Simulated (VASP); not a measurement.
# MgO in VASP: notebook, part 2 of 2

VASP 6.6.1. The steps go on from the part before.

## Step 5: Single point, r2SCAN (epitaxial xy strain -1.1%)

The input, POSCAR:

```
MgO
1.0
    0.0000000000      2.2562189984      2.3177227129
    2.2562189984      0.0000000000      2.3177227129
    2.2562189984      2.2562189984      0.0000000000
Mg O
1 1
Direct
    0.0000000000      0.0000000000      0.0000000000
    0.2500000000      0.2500000000      0.2500000000
```

The input, INCAR.step1:

```
PREC = Accurate ; ENCUT = 520
ISMEAR = 0 ; SIGMA = 0.01
LREAL = False ; LASPH = True
NELM = 100 ; NBANDS = 11
GGA = PE ; ALGO = Normal
EDIFF = 1E-4 ; LWAVE = True
LCHARG = False
```

The input, INCAR.step2:

```
PREC = Accurate ; ENCUT = 520
EDIFF = 1E-6 ; ISMEAR = 0
SIGMA = 0.01 ; LREAL = False
LASPH = True ; NELM = 100
ALGO = Normal ; ISIF = 2
LWAVE = False ; LCHARG = True
METAGGA = R2SCAN ; LMIXTAU = True
LELF = True ; LVHAR = True
NBANDS = 11 ; ISTART = 1
```

The input, KPOINTS:

```
regular mesh
0
Gamma
  10 10 10
```

Potentials or basis: VASP PAW PBE potentials, release 64 (Mg, O).

Launch:

```sh
$ cat potpaw_PBE.64/Mg/POTCAR potpaw_PBE.64/O/POTCAR > POTCAR
$ cp INCAR.step1 INCAR
$ mpirun -np 1 vasp_std > vasp.out
$ cp INCAR.step2 INCAR
$ mpirun -np 1 vasp_std > vasp.out
```

OUTCAR:

```text
PREC = Accurate
   ENCUT = 520
   EDIFF = 1E-6
   ISMEAR = 0
   LREAL = False
   LASPH = True
   NELM = 100
   ISIF = 2
   METAGGA = R2SCAN
   ISTART = 1

 ion  position               nearest neighbor table
   1  0.000  0.000  0.000-   2 1.97   2 1.97   2 1.97   2 1.97
   2  0.250  0.250  0.250-   1 1.97   1 1.97   1 1.97   1 1.97

  LATTYP: Found a body centered tetragonal cell.
 ALAT       =     3.1907755072
 C/A-ratio  =     1.4527645130

  Lattice vectors:

 A1 = (  -2.2562189984,   0.0000000000,   2.3177227129)
 A2 = (   2.2562189984,   0.0000000000,   2.3177227129)
 A3 = (   0.0000000000,   2.2562189984,  -2.3177227129)

Analysis of symmetry for initial positions (statically):
=====================================================================
 Subroutine PRICEL returns:
 Original cell was already a primitive cell.

 Routine SETGRP: Setting up the symmetry group for a
 body centered tetragonal supercell.

 Subroutine GETGRP returns: Found  8 space group operations
 (whereof  8 operations were pure point group operations)
 out of a pool of 16 trial point group operations.

The static configuration has the point symmetry D_2d.

Analysis of symmetry for dynamics (positions and initial velocities):
[... 171 lines left out ...]
      4       0.4198      2.00000
      5       4.7615      0.00000
      6      18.3970      0.00000
      7      18.3970      0.00000
      8      18.4077      0.00000
      9      21.3571      0.00000
     10      21.4608      0.00000
     11      22.2791      0.00000
[... 309 lines left out ...]
 k-point    24 :       0.4000    0.3000    0.0000
  band No.  band energies     occupation
      1     -15.7962      2.00000
      2      -1.9090      2.00000
      3      -0.2517      2.00000
      4      -0.1070      2.00000
      5       7.9577      0.00000
      6      12.8699      0.00000
      7      15.4973      0.00000
      8      18.1329      0.00000
      9      18.5379      0.00000
     10      24.9329      0.00000
     11      25.5825      0.00000

 [... further k-points ...]

------------------------ aborting loop because EDIFF is reached ----------------------------------------

  FORCE on cell =-STRESS in cart. coord.  units (eV):
  Direction    XX          YY          ZZ          XY          YZ          ZX
  --------------------------------------------------------------------------------------
  -------------------------------------------------------------------------------------
  Total        0.1154941      0.1154941     -0.0843999      0.0000000      0.0000000      0.0000000
  in kB        7.8418136      7.8418136     -5.7305817      0.0000000      0.0000000      0.0000000
  external PRESSURE =       3.3176819 kB  Pullay stress =       0.0000000 kB

 VOLUME and BASIS-vectors are now :
 -----------------------------------------------------------------------------
  energy-cutoff  :      520.00
  volume of cell :       23.60
      direct lattice vectors                 reciprocal lattice vectors
     0.000000000  2.256218998  2.317722713    -0.221609693  0.221609693  0.215728999
     2.256218998  0.000000000  2.317722713     0.221609693 -0.221609693  0.215728999
     2.256218998  2.256218998  0.000000000     0.221609693  0.221609693 -0.215728999

 POSITION                                       TOTAL-FORCE (eV/Angst)
 -----------------------------------------------------------------------------------
      0.00000      0.00000      0.00000         0.000000      0.000000      0.000000
      1.12811      1.12811      1.15886        -0.000000     -0.000000     -0.000000
 -----------------------------------------------------------------------------------
    total drift:                               -0.000001     -0.000001      0.000013

  FREE ENERGIE OF THE ION-ELECTRON SYSTEM (eV)
  ---------------------------------------------------
  free  energy   TOTEN  =       -15.8520950113 eV

  energy  without entropy=      -15.8520950113  energy(sigma->0) =      -15.85209501
```

Run time: 96 s. Hardware: 1 thread of Intel Xeon Platinum 8375C at 2.90GHz (Ice Lake), shared host; peak memory 0.16 GiB.

Results:

```
Free energy            : -15.8521 eV
Pressure               : 0.3 GPa
Band gap on the k mesh : 4.34 eV (least direct gap 4.34 eV)
```

Levels at points of the mesh, in eV from the valence-band top:
```tsv
k point	band 1	band 2	band 3	band 4	band 5	band 6	band 7	band 8
(0.00, 0.00, 0.00)	-16.88	-0.07	-0.01	-0.01	4.34	17.97	17.97	17.98
(0.50, 0.00, 0.00)	-16.22	-3.06	-0.28	-0.15	9.64	10.57	15.35	15.82
(0.50, 0.50, 0.00)	-16.06	-2.63	-0.69	-0.69	6.94	12.50	15.29	18.07
(0.50, 0.00, 0.50)	-16.02	-2.50	-0.82	-0.81	6.94	12.47	15.48	17.48
```

Caveat: the cell differs from its parent crystal (epitaxial xy strain -1.1%); the PAW data sets were made with another functional, which shifts forces and pressure a little.

## Step 6: The runs side by side

```tsv
level	cell	smearing	gap on the mesh (eV)	pressure (GPa)
PBE	a = 3.335 Å, angles 60.0°, 2 atoms	fermi-dirac 0.02 eV	3.11	-7.1
r2SCAN	a = 3.335 Å, angles 60.0°, 2 atoms	gaussian 0.01 eV	3.76	-10.8
PBE	a = 3.235, b = 3.235, c = 3.191 Å, angles 60.4, 60.4, 59.1°, 2 atoms	fermi-dirac 0.02 eV	3.65	4.4
r2SCAN	a = 3.235, b = 3.235, c = 3.191 Å, angles 60.4, 60.4, 59.1°, 2 atoms	gaussian 0.01 eV	4.34	0.3
```

Alike in all rows: task single point; potentials or basis VASP PAW PBE potentials, release 64 (Mg, O); no spin polarisation; k mesh 10 × 10 × 10; cutoff (eV) 520.

Caveats: the cell stands under tension (at least some runs); the PAW data sets were made with another functional, which shifts forces and pressure a little (at least some runs); the cell stands under pressure (at least some runs).

Total energies depend on the potentials used, so only differences within one code and one set of settings carry meaning.
